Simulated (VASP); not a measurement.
The system is Ru.

```
Ru
1.0
    -1.32325    1.32325    2.01313
     1.32325   -1.32325    2.01313
     1.32325    1.32325   -2.01313
Ru
1
Cartesian
  0.0000 0.0000 0.0000
```

- Program: VASP 6.6.1
- Task: relaxation of cell and atoms
- Functional: PBEsol
- Potentials or basis: VASP PAW PBE potentials, release 64 (Ru_pv)
- Cutoff: 500 eV
- k mesh: 8 × 8 × 8
- Occupations: gaussian, width 0.1 eV
- Spin: no spin polarisation

At the start: pressure -15.8 GPa; volume 14.10 Å³/atom.

**Question.** How do energy, volume and symmetry change on relaxing?

**Answer.** Over 9 steps the energy falls by 77.3 meV/atom and the volume is 13.34 Å³/atom (-5.4 %); space group Fm-3m (No. 225, to 0.05 Å).

Step by step:
| step | energy change (eV) | largest force (eV/Å) | pressure (GPa) | volume (Å³) |
| --- | --- | --- | --- | --- |
| 1 | 0.0000 | 0.0000 | -15.80 | 14.10 |
| 2 | 0.3199 | 0.0000 | 77.13 | 11.42 |
| 3 | -0.0577 | 0.0000 | 2.02 | 13.28 |
| 4 | -0.0578 | 0.0000 | 2.95 | 13.25 |
| 5 | -0.0772 | 0.0000 | -0.77 | 13.37 |
| 6 | -0.0773 | 0.0000 | -0.58 | 13.36 |
| 7 | -0.0773 | 0.0000 | -0.63 | 13.36 |
| 8 | -0.0770 | 0.0000 | 1.44 | 13.28 |
| 9 | -0.0773 | 0.0000 | -0.05 | 13.34 |

Final structure:
```xyz
1
Lattice="-1.3315 1.3315 1.8811 1.3315 -1.3315 1.8811 1.3315 1.3315 -1.8811" Properties=species:S:1:pos:R:3 pbc="T T T"
Ru    0.0000    0.0000    0.0000
```

Caveat: the k points lie up to 0.42 Å⁻¹ apart in the final cell; the PAW data sets were made with another functional, which shifts forces and pressure a little.
